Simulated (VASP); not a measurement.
# Na (P6_3/mmc) in VASP: notebook

Runs on Na. Level: LDA. Tasks: relaxation of cell and atoms.

All numbers are computed with VASP 6.6.1; they aren't measurements. Logs are shortened: lines on timing, memory, paths and dates and some standing lists are left out, and cuts for length are marked.

## Step 1: The cell of the first run

It takes space group P6_3/mmc (No. 194, hexagonal). The conventional cell has a = 3.619 Å, b = 3.619 Å, c = 5.909 Å, α = 90.00°, β = 90.00°, γ = 120.00°. Within 4.8 Å of Na (site symmetry -6m2) lie 12 Na at 3.62 Å.

This isn't the form of Na at room conditions, which is bcc.

## Step 2: Relaxation of cell and atoms, LDA, target pressure 10 GPa, at which the enthalpy is minimised

The input, INCAR:

```
SYSTEM = Na
PREC = Accurate
ENCUT = 600
EDIFF = 1E-6
ISMEAR = -1
SIGMA = 0.1
LREAL = .False.
LASPH = .True.
NELM = 60
ALGO = Normal
ISIF = 3
LWAVE = .False.
LCHARG = .False.
GGA = CA
IBRION = 2
NSW = 100
EDIFFG = -0.002
PSTRESS = 100.0
```

The input, KPOINTS:

```
regular mesh
0
Gamma
  14 14 8
  0 0 0
```

The input, POSCAR:

```
Na
1.0
    3.6185680295      0.0000000000      0.0000000000
   -1.8092840147      3.1337718388      0.0000000000
    0.0000000000      0.0000000000      5.9092932138
Na
2
Direct
    0.3333333333      0.6666666667      0.2500000000
    0.6666666667      0.3333333333      0.7500000000
```

Potentials or basis: VASP PAW LDA potentials, release 64 (Na_pv).

The run is started by

```sh
cat potpaw_LDA.64/Na_pv/POTCAR > POTCAR
mpirun -np 1 vasp_std > vasp.out
```

OUTCAR:

```text
SYSTEM = Na
   PREC = Accurate
   ENCUT = 600
   EDIFF = 1E-6
   ISMEAR = -1
   LREAL = .False.
   LASPH = .True.
   NELM = 60
   ISIF = 3
   GGA = CA
   IBRION = 2
   NSW = 100
   EDIFFG = -0.002
   PSTRESS = 100.0

 ion  position               nearest neighbor table
   1  0.333  0.667  0.250-
   2  0.667  0.333  0.750-

  LATTYP: Found a hexagonal cell.
 ALAT       =     3.6185680295
 C/A-ratio  =     1.6330474281

  Lattice vectors:

 A1 = (   3.6185680295,   0.0000000000,   0.0000000000)
 A2 = (  -1.8092840147,   3.1337718388,   0.0000000000)
 A3 = (   0.0000000000,   0.0000000000,   5.9092932138)

Analysis of symmetry for initial positions (statically):
=====================================================================
 Subroutine PRICEL returns:
 Original cell was already a primitive cell.

 Routine SETGRP: Setting up the symmetry group for a
 hexagonal supercell.

 Subroutine GETGRP returns: Found 24 space group operations
 (whereof 12 operations were pure point group operations)
 out of a pool of 24 trial point group operations.

The static configuration has the point symmetry D_3d.
 The point group associated with its full space group is D_6h.

Analysis of symmetry for dynamics (positions and initial velocities):
=====================================================================
 Subroutine PRICEL returns:
 Original cell was already a primitive cell.

 Routine SETGRP: Setting up the symmetry group for a
 hexagonal supercell.

 Subroutine GETGRP returns: Found 24 space group operations
 (whereof 12 operations were pure point group operations)
 out of a pool of 24 trial point group operations.

The dynamic configuration has the point symmetry D_3d.
 The point group associated with its full space group is D_6h.

 Subroutine INISYM returns: Found 24 space group operations
 (whereof 12 operations are pure point group operations),
 and found     1 'primitive' translations

----------------------------------------------------------------------------------------

                                     Primitive cell

  volume of cell :      67.0100

  direct lattice vectors                    reciprocal lattice vectors
     3.618568030  0.000000000  0.000000000     0.276352411  0.159552139  0.000000000
    -1.809284015  3.133771839  0.000000000     0.000000000  0.319104278  0.000000000
     0.000000000  0.000000000  5.909293214     0.000000000  0.000000000  0.169224976

  length of vectors
     3.618568030  3.618568029  5.909293214     0.319104278  0.319104278  0.169224976

  position of ions in fractional coordinates (direct lattice)
     0.333333333  0.666666667  0.250000000
     0.666666667  0.333333333  0.750000000

  ion indices of the primitive-cell ions
   primitive index   ion index
                 1           1
                 2           2

----------------------------------------------------------------------------------------

 KPOINTS: regular mesh

Automatic generation of k-mesh.
 Grid dimensions read from file:
 generate k-points for:   14   14    8

 Generating k-lattice:

  Cartesian coordinates                     Fractional coordinates (reciprocal lattice)
     0.019739458  0.011396581  0.000000000     0.071428571  0.000000000  0.000000000
     0.000000000  0.022793163  0.000000000     0.000000000  0.071428571  0.000000000
     0.000000000  0.000000000  0.021153122     0.000000000  0.000000000  0.125000000

  Length of vectors
     0.022793163  0.022793163  0.021153122

  Shift w.r.t. Gamma in fractional coordinates (k-lattice)
     0.000000000  0.000000000  0.000000000

 Subroutine IBZKPT returns following result:
 ===========================================

 Found    120 irreducible k-points:

 Following reciprocal coordinates:
            Coordinates               Weight
  0.000000  0.000000  0.000000      1.000000
  0.071429 -0.000000  0.000000      6.000000
  0.142857  0.000000  0.000000      6.000000
  0.214286  0.000000  0.000000      6.000000
  0.285714  0.000000  0.000000      6.000000
  0.357143  0.000000  0.000000      6.000000
[... 16 lines left out ...]
  0.285714  0.285714  0.000000      6.000000
  0.357143  0.285714  0.000000      6.000000
 [... further k-points ...]
   k-points           NKPTS =    120   k-points in BZ     NKDIM =    120   number of bands    NBANDS=     11
   number of dos      NEDOS =    301   number of ions     NIONS =      2
   total plane-waves  NPLWV =  43200
   dimension x,y,z NGX =    30 NGY =   30 NGZ =   48
   dimension x,y,z NGXF=    60 NGYF=   60 NGZF=   96
   ions per type =               2
   NGX,Y,Z   is equivalent  to a cutoff of  13.78, 13.78, 13.50 a.u.
   NGXF,Y,Z  is equivalent  to a cutoff of  27.57, 27.57, 27.01 a.u.
 SYSTEM =  Na
   PREC   = accura    normal or accurate (medium, high low for compatibility)
   ISTART =      0    job   : 0-new  1-cont  2-samecut
   ICHARG =      2    charge: 1-file 2-atom 10-const
   ISPIN  =      1    spin polarized calculation?
   LNONCOLLINEAR =      F non collinear calculations
   LSORBIT =      F    spin-orbit coupling
   LASPH  =      T    aspherical Exc in radial PAW
   ENCUT  =  600.0 eV  44.10 Ry    6.64 a.u.   7.23  7.23 11.80*2*pi/ulx,y,z
   NELM   =     60;   NELMIN=  2; NELMDL= -5     # of ELM steps
   EDIFF  = 0.1E-05   stopping-criterion for ELM
   LREAL  =      F    real-space projection
   EDIFFG = -.2E-02   stopping-criterion for IOM
   NSW    =    100    number of steps for IOM
   IBRION =      2    ionic relax: 0-MD 1-quasi-New 2-CG
   NFREE  =      1    steps in history (QN), initial steepest desc. (CG)
   ISIF   =      3    stress and relaxation
   ISYM   =      2    0-nonsym 1-usesym 2-fastsym
   POTIM  = 0.5000    time-step for ionic-motion
   TEBEG  =    0.0;   TEEND  =   0.0 temperature during run
   PSTRESS=  100.0 pullay stress
   NELECT =      14.0000    total number of electrons
   NUPDOWN=      -1.0000    fix difference up-down
   EMIN   =  10.00;   EMAX   =-10.00  energy-range for DOS
   EFERMI =   0.00;   METHOD = LEGACY
   ISMEAR =    -1;   SIGMA  =   0.10  broadening in eV -4-tet -1-fermi 0-gaus
   EFERMI_NEDOS =   21; number of points for ismear=-14 and -15
   IALGO  =     38    algorithm
   IMIX   =      4    mixing-type and parameters
     AMIX     =   0.40;   BMIX     =  1.00
     AMIX_MAG =   1.60;   BMIX_MAG =  1.00
  volume/ion in A,a.u.               =      33.51       226.10
  Fermi-wavevector in a.u.,A,eV,Ry     =   0.971414  1.835706 12.839068  0.943645
  Thomas-Fermi vector in A             =   2.101629
   LORBIT       =      0    0 simple, 1 ext, 2 COOP (PROOUT), +10 PAW based schemes
   GGA     = CA    functional components
   LHFCALC =     F    Hartree Fock is set to
   AEXX    =    0.0000 exact exchange contribution
   IVDW    =     0    specifies the selected vdW correction
   LEPSILON=     F    determine dielectric tensor
   LRPA    =     F    only Hartree local field effects (RPA)
 conjugate gradient relaxation of ions
 non-spin polarized calculation
  energy-cutoff  :      600.00
  volume of cell :       67.01
 maximum number of plane-waves:      2254
 NGX is ok and might be reduce to    30
   NGX = 15   NGY = 15   NGZ = 23

--------------------------------------- Ionic step        1  -------------------------------------------

 number of electron      13.9999992 magnetization

 Free energy of the ion-electron system (eV)
  ---------------------------------------------------
  ext. energy  EPLUGINS =         0.00000000
  ---------------------------------------------------
  free energy    TOTEN  =        -2.92565578 eV

  energy without entropy =       -2.89714417  energy(sigma->0) =       -2.91139997

------------------------ aborting loop because EDIFF is reached ----------------------------------------

  FORCE on cell =-STRESS in cart. coord.  units (eV):
  Direction    XX          YY          ZZ          XY          YZ          ZX
  --------------------------------------------------------------------------------------
  -------------------------------------------------------------------------------------
  Total       -0.0050676     -0.0050676     -0.0041493     -0.0000000      0.0000000     -0.0000000
  in kB       -0.1211635     -0.1211635     -0.0992066     -0.0000000      0.0000000     -0.0000000
  external PRESSURE =    -100.1138446 kB  Pullay stress =     100.0000000 kB
[... 93 lines left out ...]
  FREE ENERGIE OF THE ION-ELECTRON SYSTEM (eV)
  ---------------------------------------------------
  free  energy   TOTEN  =        -2.4668999745 eV

  energy  without entropy=       -2.4443381454  energy(sigma->0) =       -2.45561906

  enthalpy is  TOTEN    =         0.2355878076 eV   P V=        2.7024877821

[... ionic steps 4 to 11 ...]

--------------------------------------- Ionic step       12  -------------------------------------------

 number of electron      13.9999999 magnetization

------------------------ aborting loop because EDIFF is reached ----------------------------------------

  FORCE on cell =-STRESS in cart. coord.  units (eV):
  Direction    XX          YY          ZZ          XY          YZ          ZX
  --------------------------------------------------------------------------------------
  -------------------------------------------------------------------------------------
  Total        2.6409061      2.6409061      2.6443462      0.0000000      0.0000000      0.0000000
  in kB      100.4858146    100.4858145    100.6167090      0.0000000      0.0000000      0.0000000
  external PRESSURE =       0.5294460 kB  Pullay stress =     100.0000000 kB
[... 61 lines left out ...]
  enthalpy is  TOTEN    =         0.2315609308 eV   P V=        2.6311557845

--------------------------------------- Ionic step       14  -------------------------------------------

 number of electron      13.9999999 magnetization

 Free energy of the ion-electron system (eV)
  ---------------------------------------------------
  ext. energy  EPLUGINS =         0.00000000
  ---------------------------------------------------
  free energy    TOTEN  =        -2.39808119 eV

  energy without entropy =       -2.37583083  energy(sigma->0) =       -2.38695601

 E-fermi :   2.3641     XC(G=0):  -8.5492

 val. band max:        2.2899826253   @ k =   0.2143   0.0714   0.2500
 cond. band min:       2.3738126457   @ k =   0.2857   0.2143   0.3750
 fundamental gap:      0.0838300204
 Fermi energy:         2.3641309513

 k-point     1 :       0.0000    0.0000    0.0000
  band No.  band energies     occupation
      1     -22.6439      2.00000
      2     -22.4392      2.00000
      3     -22.4392      2.00000
      4     -22.4114      2.00000
      5     -22.4113      2.00000
      6     -22.4113      2.00000
      7      -2.3456      2.00000
      8       3.0230      0.00275
      9       3.8768      0.00000
     10      15.7952      0.00000
     11      15.7952      0.00000
[... 309 lines left out ...]
 k-point    24 :       0.3571    0.2857    0.0000
  band No.  band energies     occupation
      1     -22.5862      2.00000
      2     -22.5498      2.00000
      3     -22.5450      2.00000
      4     -22.5052      2.00000
      5     -22.5042      2.00000
      6     -22.4859      2.00000
      7       3.6705      0.00000
      8       4.1777      0.00000
      9       5.2631      0.00000
     10       8.2336      0.00000
     11       8.7890      0.00000

 [... further k-points ...]
[... 5 lines left out ...]
  --------------------------------------------------------------------------------------
  -------------------------------------------------------------------------------------
  Total        2.6301034      2.6301034      2.6335474      0.0000000     -0.0000000      0.0000000
  in kB      100.0176454    100.0176454    100.1486134      0.0000000     -0.0000000      0.0000000
  external PRESSURE =       0.0613014 kB  Pullay stress =     100.0000000 kB
[... 17 lines left out ...]
  FREE ENERGIE OF THE ION-ELECTRON SYSTEM (eV)
  ---------------------------------------------------
  free  energy   TOTEN  =        -2.3980811873 eV

  energy  without entropy=       -2.3758308282  energy(sigma->0) =       -2.38695601

  enthalpy is  TOTEN    =         0.2315582019 eV   P V=        2.6296393893

 reached required accuracy - stopping structural energy minimisation
```

It took 3.8 min on 1 thread of Intel Xeon 6975P-C (Granite Rapids), shared host; peak memory 0.22 GiB.

What came out:

```yaml
Free_energy: -2.3981 eV
Relaxed_volume: 21.07 Å³/atom
Relaxed_cell: a = 3.098 Å, b = 3.098 Å, c = 5.069 Å, α = 90.00°, β = 90.00°, γ = 120.00°
Space_group_after_relaxing_to_0.1_Å: P6_3/mmc (No. 194)
Energy_change_on_relaxing_the_run_minimises_the_enthalpy: +263.8 meV/atom
Ionic_steps: 14
Pressure_after_relaxing: 10.0 GPa
Band_gap_on_the_k_mesh: zero (bands 7 and 8 overlap by 5.63 eV)
```

The path:
```
step  energy change (eV)  largest force (eV/Å)  pressure (GPa)  volume (Å³)
   1              0.0000                0.0000           -0.01        67.01
   2              0.2263                0.0000            5.16        48.69
   3              0.4588                0.0000            8.89        43.30
   4              0.5371                0.0000           10.13        41.98
   5              0.5107                0.0000            9.70        42.41
   6              0.5110                0.0000            9.73        42.40
   7              0.5119                0.0000            9.76        42.39
   8              0.5123                0.0000            9.79        42.38
   9              0.5134                0.0000            9.78        42.36
  10              0.5156                0.0000            9.83        42.33
  11              0.5201                0.0000            9.89        42.25
  12              0.5291                0.0000           10.05        42.11
  13              0.5261                0.0000            9.95        42.16
  14              0.5276                0.0000           10.01        42.13
```

Final structure:
```cif
data_structure
_symmetry_space_group_name_H-M 'P 1'
_symmetry_Int_Tables_number 1
_cell_length_a 3.0980
_cell_length_b 3.0980
_cell_length_c 5.0690
_cell_angle_alpha 90.000
_cell_angle_beta 90.000
_cell_angle_gamma 120.000
_cell_volume 42.13
loop_
_atom_site_label
_atom_site_type_symbol
_atom_site_fract_x
_atom_site_fract_y
_atom_site_fract_z
_atom_site_occupancy
Na1 Na 0.33333 0.66667 0.25000 1
Na2 Na 0.66667 0.33333 0.75000 1
```

Caveat: the cell is relaxed towards a set pressure, so the run minimises the enthalpy, not the energy; the volume moved by over 15 % at a fixed basis, so the end points are rough. LDA usually gives volumes a few per cent too small.

(Continued in part 2 of 3.)

The gap in the log of VASP goes by the Fermi energy; the results here count the filled bands.